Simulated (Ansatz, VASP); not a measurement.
# Two plane-wave programs on CsCdCl3

The input INCAR:

```
SYSTEM = CsCdCl3
ALGO     = Normal         ! electronic algorithm
EDIFF    = 1E-7           ! SCF threshold, eV
ENCUT    = 520            ! plane-wave cutoff, eV
ISIF     = 2              ! what is computed and relaxed
ISMEAR   = 0              ! smearing method
LASPH    = .TRUE.         ! aspherical terms in the spheres
LCHARG   = .TRUE.         ! write CHGCAR
LELF     = .TRUE.         ! ELF
LREAL    = .FALSE.        ! projectors in reciprocal space
LVHAR    = .TRUE.       
LWAVE    = .FALSE.        ! write WAVECAR
NBANDS   = 29             ! bands
NELM     = 100            ! most SCF steps
PREC     = Accurate       ! precision mode
SIGMA    = 0.05           ! smearing width, eV
```

KPOINTS

```
k-points
0
G
  6 6 6
  0 0 0
```

Contents of POSCAR:

```
CsCdCl3
1.0
    5.2000000000      0.0000000000      0.0000000000
    0.0000000000      5.2000000000      0.0000000000
    0.0000000000      0.0000000000      5.2000000000
Cs Cd Cl
1 1 3
Direct
    0.0000000000      0.0000000000      0.0000000000
    0.5000000000      0.5000000000      0.5000000000
    0.0000000000      0.5000000000      0.5360576923
    0.5000000000      0.0000000000      0.5360576923
    0.5000000000      0.5000000000      0.0360576923
```

Input for Ansatz:

```yaml
crystal:
  lattice:
    - [5.2, 0.0, 0.0]
    - [0.0, 5.2, 0.0]
    - [0.0, 0.0, 5.2]
  atoms:
    - { symbol: Cs, position: [0.0, 0.0, 0.0] }
    - { symbol: Cd, position: [0.5, 0.5, 0.5] }
    - { symbol: Cl, position: [0.0, 0.5, 0.5360576923] }
    - { symbol: Cl, position: [0.5, 0.0, 0.5360576923] }
    - { symbol: Cl, position: [0.5, 0.5, 0.0360576923] }
basis:
  ecutwfc: 420
kpoints:
  mp_grid: { grid: [6, 6, 6] }
hamiltonian:
  xc: lda
scf:
  occupations: { method: gaussian, width: 0.05 }
output:
  forces: true
  stress: true
  eigenvalues: true
  write_density: true
  write_potential: true
  elf: true
  volumetric_format: npy
```

Change from the starting cell: all Cl atoms moved +0.188 Å, as atom 3 along Cartesian [0 0 1].

Alike in both runs: task single point; functional LDA; k mesh 6 × 6 × 6; occupations gaussian, width 0.05 eV; no spin polarisation.

```csv
,VASP,Ansatz
version,VASP 6.6.1,Ansatz 0.2.0
potentials or method,"VASP PAW LDA potentials, release 64 (Cs_sv, Cd, Cl), cutoff 520 eV","scalar-relativistic, plane waves, PAW"
valence electrons in the cell,42,50
```

|  | VASP | Ansatz | Ansatz less VASP |
| --- | --- | --- | --- |
| gap on the k mesh at the Fermi level (eV) | 1.61 | 1.59 | -0.025 |
| least direct gap on the mesh (eV) | 2.15 | 2.13 | -0.019 |
| pressure (GPa) | -1.2 | -1.4 | -0.23 |
| traceless stress, the component that is largest in VASP (GPa) | 1.06 | 1.02 | -0.041 |
| rms of the force components (eV/Å) | 0.298 | 0.277 | -0.0208 |

LDA's correlation is that of Perdew and Zunger in VASP and of Perdew and Wang (1992) in Ansatz. Atom by atom the forces differ by 0.021 eV/Å (rms over components). VASP's potentials hold 42 valence electrons a cell and Ansatz's 50, so a difference there can come from the potentials and not from the codes.

Spin-orbit coupling is off throughout.
